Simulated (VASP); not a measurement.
# In3As (Pm-3m) in VASP: notebook

Runs on In3As. Level: PBEsol. Tasks: single point.

Program: VASP 6.6.1. These are calculated values, not measurements. Logs are shortened: lines on timing, memory, paths and dates and some standing lists are left out, and cuts for length are marked.

### 1 The cell of the first run

Symmetry: Pm-3m, No. 221, cubic system. The conventional cell has a = 4.373 Å, b = 4.373 Å, c = 4.373 Å, α = 90.00°, β = 90.00°, γ = 90.00°. Within 4.1 Å of In (site symmetry 4/mmm) lie 8 In at 3.09 Å and 4 As at 3.09 Å. As (site symmetry m-3m) has 12 In at 3.09 Å within 4.1 Å.

### 2 Single point, PBEsol

INCAR reads:

```
SYSTEM = In3As
  PREC = Accurate
  ENCUT = 520
  EDIFF = 1E-6
  ISMEAR = -1
  SIGMA = 0.05
  LREAL = .FALSE.
  LASPH = .TRUE.
  NELM = 100
  ALGO = Normal
  ISIF = 2
  LWAVE = .FALSE.
  LCHARG = .FALSE.
  GGA = PS
  NBANDS = 30
```

KPOINTS reads:

```
regular mesh
0
G
  6 6 6
  0 0 0
```

POSCAR reads:

```
In3As
1.0
    4.3732446925      0.0000000000      0.0000000000
    0.0000000000      4.3732446925      0.0000000000
    0.0000000000      0.0000000000      4.3732446925
In As
3 1
Direct
    0.5000000000      0.5000000000      0.0000000000
    0.5000000000      0.0000000000      0.5000000000
    0.0000000000      0.5000000000      0.5000000000
    0.0000000000      0.0000000000      0.0000000000
```

Potentials or basis: VASP PAW PBE potentials, release 64 (In_d, As).

Launch:

```
> cat potpaw_PBE.64/In_d/POTCAR potpaw_PBE.64/As/POTCAR > POTCAR
> mpirun -np 1 vasp_std > vasp.out
```

OUTCAR:

```text
SYSTEM = In3As
   PREC = Accurate
   ENCUT = 520
   EDIFF = 1E-6
   ISMEAR = -1
   LREAL = .FALSE.
   LASPH = .TRUE.
   NELM = 100
   ISIF = 2
   GGA = PS

 ion  position               nearest neighbor table
   1  0.500  0.500  0.000-   2 3.09   3 3.09   4 3.09   2 3.09   3 3.09   2 3.09   4 3.09   2 3.09
                             3 3.09   4 3.09   3 3.09   4 3.09
   2  0.500  0.000  0.500-   1 3.09   3 3.09   4 3.09   1 3.09   4 3.09   1 3.09   3 3.09   1 3.09
                             3 3.09   4 3.09   4 3.09   3 3.09
   3  0.000  0.500  0.500-   1 3.09   2 3.09   4 3.09   1 3.09   4 3.09   2 3.09   4 3.09   4 3.09
                             1 3.09   2 3.09   1 3.09   2 3.09
   4  0.000  0.000  0.000-   1 3.09   2 3.09   3 3.09   2 3.09   3 3.09   1 3.09   3 3.09   3 3.09
                             1 3.09   2 3.09   2 3.09   1 3.09

  LATTYP: Found a simple cubic cell.
 ALAT       =     4.3732446925

  Lattice vectors:

 A1 = (   4.3732446925,   0.0000000000,   0.0000000000)
 A2 = (   0.0000000000,   4.3732446925,   0.0000000000)
 A3 = (   0.0000000000,   0.0000000000,   4.3732446925)

Analysis of symmetry for initial positions (statically):
=====================================================================
 Subroutine PRICEL returns:
 Original cell was already a primitive cell.

 Routine SETGRP: Setting up the symmetry group for a
 simple cubic supercell.

 Subroutine GETGRP returns: Found 48 space group operations
 (whereof 48 operations were pure point group operations)
 out of a pool of 48 trial point group operations.

The static configuration has the point symmetry O_h .

Analysis of symmetry for dynamics (positions and initial velocities):
=====================================================================
 Subroutine PRICEL returns:
 Original cell was already a primitive cell.

 Routine SETGRP: Setting up the symmetry group for a
 simple cubic supercell.

 Subroutine GETGRP returns: Found 48 space group operations
 (whereof 48 operations were pure point group operations)
 out of a pool of 48 trial point group operations.

The dynamic configuration has the point symmetry O_h .

 Subroutine INISYM returns: Found 48 space group operations
 (whereof 48 operations are pure point group operations),
 and found     1 'primitive' translations

----------------------------------------------------------------------------------------

                                     Primitive cell

  volume of cell :      83.6395

  direct lattice vectors                    reciprocal lattice vectors
     4.373244693  0.000000000  0.000000000     0.228663171  0.000000000  0.000000000
     0.000000000  4.373244693  0.000000000     0.000000000  0.228663171  0.000000000
     0.000000000  0.000000000  4.373244693     0.000000000  0.000000000  0.228663171

  length of vectors
     4.373244693  4.373244693  4.373244693     0.228663171  0.228663171  0.228663171

  position of ions in fractional coordinates (direct lattice)
     0.500000000  0.500000000  0.000000000
     0.500000000  0.000000000  0.500000000
     0.000000000  0.500000000  0.500000000
     0.000000000  0.000000000  0.000000000

  ion indices of the primitive-cell ions
   primitive index   ion index
                 1           1
                 2           2
                 3           3
                 4           4

----------------------------------------------------------------------------------------

 KPOINTS: regular mesh

Automatic generation of k-mesh.
 Grid dimensions read from file:
 generate k-points for:    6    6    6

 Generating k-lattice:

  Cartesian coordinates                     Fractional coordinates (reciprocal lattice)
     0.038110529  0.000000000  0.000000000     0.166666667  0.000000000  0.000000000
     0.000000000  0.038110529  0.000000000     0.000000000  0.166666667  0.000000000
     0.000000000  0.000000000  0.038110529     0.000000000  0.000000000  0.166666667

  Length of vectors
     0.038110529  0.038110529  0.038110529

  Shift w.r.t. Gamma in fractional coordinates (k-lattice)
     0.000000000  0.000000000  0.000000000

 Subroutine IBZKPT returns following result:
 ===========================================

 Found     20 irreducible k-points:

 Following reciprocal coordinates:
            Coordinates               Weight
  0.000000  0.000000  0.000000      1.000000
  0.166667  0.000000  0.000000      6.000000
  0.333333  0.000000  0.000000      6.000000
  0.500000  0.000000  0.000000      3.000000
  0.166667  0.166667  0.000000     12.000000
  0.333333  0.166667  0.000000     24.000000
[... 12 lines left out ...]
  0.500000  0.500000  0.333333      6.000000
  0.500000  0.500000  0.500000      1.000000
   k-points           NKPTS =     20   k-points in BZ     NKDIM =     20   number of bands    NBANDS=     30
   number of dos      NEDOS =    301   number of ions     NIONS =      4
   total plane-waves  NPLWV =  46656
   dimension x,y,z NGX =    36 NGY =   36 NGZ =   36
   dimension x,y,z NGXF=    72 NGYF=   72 NGZF=   72
   ions per type =               3   1
   NGX,Y,Z   is equivalent  to a cutoff of  13.69, 13.69, 13.69 a.u.
   NGXF,Y,Z  is equivalent  to a cutoff of  27.37, 27.37, 27.37 a.u.
 SYSTEM =  In3As
   PREC   = accura    normal or accurate (medium, high low for compatibility)
   ISTART =      0    job   : 0-new  1-cont  2-samecut
   ICHARG =      2    charge: 1-file 2-atom 10-const
   ISPIN  =      1    spin polarized calculation?
   LNONCOLLINEAR =      F non collinear calculations
   LSORBIT =      F    spin-orbit coupling
   LASPH  =      T    aspherical Exc in radial PAW
   ENCUT  =  520.0 eV  38.22 Ry    6.18 a.u.   8.13  8.13  8.13*2*pi/ulx,y,z
   NELM   =    100;   NELMIN=  2; NELMDL= -5     # of ELM steps
   EDIFF  = 0.1E-05   stopping-criterion for ELM
   LREAL  =      F    real-space projection
   EDIFFG = 0.1E-04   stopping-criterion for IOM
   NSW    =      0    number of steps for IOM
   IBRION =     -1    ionic relax: 0-MD 1-quasi-New 2-CG
   NFREE  =      0    steps in history (QN), initial steepest desc. (CG)
   ISIF   =      2    stress and relaxation
   ISYM   =      2    0-nonsym 1-usesym 2-fastsym
   POTIM  = 0.5000    time-step for ionic-motion
   TEBEG  =    0.0;   TEEND  =   0.0 temperature during run
   PSTRESS=    0.0 pullay stress
   NELECT =      44.0000    total number of electrons
   NUPDOWN=      -1.0000    fix difference up-down
   EMIN   =  10.00;   EMAX   =-10.00  energy-range for DOS
   EFERMI =   0.00;   METHOD = LEGACY
   ISMEAR =    -1;   SIGMA  =   0.05  broadening in eV -4-tet -1-fermi 0-gaus
   EFERMI_NEDOS =   21; number of points for ismear=-14 and -15
   IALGO  =     38    algorithm
   IMIX   =      4    mixing-type and parameters
     AMIX     =   0.40;   BMIX     =  1.00
     AMIX_MAG =   1.60;   BMIX_MAG =  1.00
  volume/ion in A,a.u.               =      20.91       141.11
  Fermi-wavevector in a.u.,A,eV,Ry     =   1.321565  2.497396 23.763048  1.746535
  Thomas-Fermi vector in A             =   2.451310
   LORBIT       =      0    0 simple, 1 ext, 2 COOP (PROOUT), +10 PAW based schemes
   GGA     = PS    functional components
   LHFCALC =     F    Hartree Fock is set to
   AEXX    =    0.0000 exact exchange contribution
   IVDW    =     0    specifies the selected vdW correction
   LEPSILON=     F    determine dielectric tensor
   LRPA    =     F    only Hartree local field effects (RPA)
 non-spin polarized calculation
  energy-cutoff  :      520.00
  volume of cell :       83.64
 maximum number of plane-waves:      2301
 NGX is ok and might be reduce to    36
   NGX = 17   NGY = 17   NGZ = 17

 number of electron      43.9999976 magnetization

 Free energy of the ion-electron system (eV)
  ---------------------------------------------------
  ext. energy  EPLUGINS =         0.00000000
  ---------------------------------------------------
  free energy    TOTEN  =       -13.40286451 eV

  energy without entropy =      -13.38701509  energy(sigma->0) =      -13.39493980

 E-fermi :   8.9683     XC(G=0): -11.2411

 val. band max:        8.9447171290   @ k =   0.3333   0.3333   0.3333
 cond. band min:       8.9821466003   @ k =   0.3333   0.1667   0.0000
 fundamental gap:      0.0374294714
 Fermi energy:         8.9683460469

 k-point     1 :       0.0000    0.0000    0.0000
  band No.  band energies     occupation
      1      -6.1760      2.00000
      2      -6.1039      2.00000
      3      -6.1039      2.00000
      4      -6.1039      2.00000
      5      -5.8545      2.00000
      6      -5.8545      2.00000
[... 22 lines left out ...]
     29      15.6222      0.00000
     30      16.6412      0.00000

 k-point     2 :       0.1667    0.0000    0.0000
  band No.  band energies     occupation
      1      -6.1267      2.00000
      2      -6.0935      2.00000
      3      -6.0553      2.00000
      4      -6.0553      2.00000
      5      -5.8464      2.00000
      6      -5.8170      2.00000
[... 22 lines left out ...]
     29      16.3815      0.00000
     30      16.7435      0.00000

 k-point     3 :       0.3333    0.0000    0.0000
  band No.  band energies     occupation
      1      -6.0714      2.00000
      2      -6.0041      2.00000
      3      -5.9198      2.00000
      4      -5.9198      2.00000
      5      -5.8253      2.00000
      6      -5.7232      2.00000
[... 22 lines left out ...]
     29      17.0139      0.00000
     30      17.1328      0.00000

 k-point     4 :       0.5000    0.0000    0.0000
  band No.  band energies     occupation
      1      -6.0596      2.00000
      2      -5.9201      2.00000
      3      -5.7922      2.00000
      4      -5.7712      2.00000
      5      -5.7712      2.00000
      6      -5.6667      2.00000
[... 484 lines left out ...]
     29      17.4507      0.00000
     30      17.7413      0.00000

 k-point    19 :       0.5000    0.5000    0.3333
  band No.  band energies     occupation
      1      -6.0804      2.00000
      2      -5.9253      2.00000
      3      -5.9243      2.00000
      4      -5.9243      2.00000
      5      -5.8179      2.00000
      6      -5.8179      2.00000
[... 22 lines left out ...]
     29      17.7886      0.00000
     30      18.6767      0.00000

 k-point    20 :       0.5000    0.5000    0.5000
  band No.  band energies     occupation
      1      -6.1339      2.00000
      2      -5.9511      2.00000
      3      -5.9511      2.00000
      4      -5.9511      2.00000
      5      -5.8269      2.00000
      6      -5.8269      2.00000
[... 22 lines left out ...]
     29      19.5498      0.00000
     30      19.5506      0.00000

------------------------ aborting loop because EDIFF is reached ----------------------------------------

  FORCE on cell =-STRESS in cart. coord.  units (eV):
  Direction    XX          YY          ZZ          XY          YZ          ZX
  --------------------------------------------------------------------------------------
  -------------------------------------------------------------------------------------
  Total        5.2150002      5.2150002      5.2150002      0.0000000     -0.0000000      0.0000000
  in kB       99.8972597     99.8972597     99.8972597      0.0000000     -0.0000000      0.0000000
  external PRESSURE =      99.8972597 kB  Pullay stress =       0.0000000 kB

 VOLUME and BASIS-vectors are now :
 -----------------------------------------------------------------------------
  energy-cutoff  :      520.00
  volume of cell :       83.64
      direct lattice vectors                 reciprocal lattice vectors
     4.373244693  0.000000000  0.000000000     0.228663171  0.000000000  0.000000000
     0.000000000  4.373244693  0.000000000     0.000000000  0.228663171  0.000000000
     0.000000000  0.000000000  4.373244693     0.000000000  0.000000000  0.228663171

 POSITION                                       TOTAL-FORCE (eV/Angst)
 -----------------------------------------------------------------------------------
      2.18662      2.18662      0.00000         0.000000      0.000000      0.000000
      2.18662      0.00000      2.18662         0.000000      0.000000      0.000000
      0.00000      2.18662      2.18662         0.000000      0.000000      0.000000
      0.00000      0.00000      0.00000         0.000000      0.000000      0.000000
 -----------------------------------------------------------------------------------
    total drift:                                0.000000      0.000000      0.000000

  FREE ENERGIE OF THE ION-ELECTRON SYSTEM (eV)
  ---------------------------------------------------
  free  energy   TOTEN  =       -13.4028645111 eV

  energy  without entropy=      -13.3870150874  energy(sigma->0) =      -13.39493980
```

Run time: 24 s. Hardware: 1 thread of AMD EPYC 9R45 (Zen 5), shared host; peak memory 0.19 GiB.

Results:

- Free energy: -13.4029 eV
- Pressure: 10.0 GPa
- Band gap on the k mesh: zero (band 22 reaches 9.79 eV, above the bottom of band 23 at 4.58 eV)

Levels at points of the mesh, in eV from the Fermi level:
| k point | band 20 | band 21 | band 22 | band 23 | band 24 | band 25 |
| --- | --- | --- | --- | --- | --- | --- |
| (0.00, 0.00, 0.00) | -3.83 | -1.71 | -1.71 | 2.20 | 2.20 | 2.20 |
| (0.50, 0.00, 0.00) | -2.18 | -0.62 | -0.48 | -0.48 | -0.17 | 1.06 |
| (0.50, 0.50, 0.00) | -1.11 | -0.62 | 0.77 | 0.77 | 1.78 | 1.78 |
| (0.50, 0.50, 0.50) | -4.50 | -4.50 | -4.50 | -4.39 | 5.57 | 5.57 |

Caveat: the PAW data sets were made with another functional, which shifts forces and pressure a little; spin-orbit coupling is left out, which moves the levels of the heavy elements.

[end of part 1 of 2]
